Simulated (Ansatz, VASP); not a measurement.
## One calculation of Cs, two programs

```
Cs
1.0
     4.69716    0.00000    0.00000
     0.00000    4.69716    0.00000
     0.00000    0.00000    4.69716
Cs
1
Direct
  0.00000 0.00000 0.00000
```

Change from the starting cell: volume scaled by 1, PAW files.

Alike in both runs: task single point; functional LDA; k mesh 8 × 8 × 8; occupations fermi-dirac, width 0.1 eV; no spin polarisation.

```csv
,VASP,Ansatz
version,VASP 6.6.1,Ansatz 0.2.0
potentials or method,"VASP PAW LDA potentials, release 64 (Cs_sv)","PAW with Ansatz's default frozen-core files, scalar-relativistic"
plane-wave cutoff (eV),520,420
valence electrons in the cell,9,9
```

|  | VASP | Ansatz | Ansatz less VASP |
| --- | --- | --- | --- |
| pressure (GPa) | 0.0 | 0.0 | +0.01 |

LDA's correlation is that of Perdew and Zunger in VASP and of Perdew and Wang (1992) in Ansatz.

Spin-orbit coupling is off throughout.
